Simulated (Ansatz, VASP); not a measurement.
**Two plane-wave programs on ZnS**

```
CELL_PARAMETERS angstrom
3.82300 0.00000 0.00000
-1.91150 3.31082 0.00000
0.00000 0.00000 6.26100
ATOMIC_POSITIONS crystal
Zn 0.33333 0.66667 0.00000
Zn 0.66667 0.33333 0.50000
S 0.33333 0.66667 0.50000
S 0.66667 0.33333 0.00000
```

Alike in both runs: task relaxation of cell and atoms; functional r2SCAN; k mesh 9 × 9 × 6; occupations gaussian, width 0.02 eV; no spin polarisation.

|  | VASP | Ansatz |
| --- | --- | --- |
| version | VASP 6.6.1 | Ansatz 0.2.0 |
| potentials or method | VASP PAW PBE potentials, release 64 (Zn, S), cutoff 600 eV | scalar-relativistic, plane waves, PAW |
| valence electrons in the cell | 36 | 36 |

Ansatz gave:

| Property | Result |
| --- | --- |
| gap on the k mesh at the Fermi level, each at its own relaxed structure (eV) | 1.97 |
| relaxed volume (Å³/atom) | 19.85 |
| relaxed length of the cell vector where the two differ most in proportion (Å) | 5.893 |

Task: Which values does VASP return?

Result: gap on the k mesh at the Fermi level, each at its own relaxed structure (eV): 1.98; relaxed volume (Å³/atom): 19.88; relaxed length of the cell vector where the two differ most in proportion (Å): 5.902.

VASP's potentials were made for PBE, not for r2SCAN.
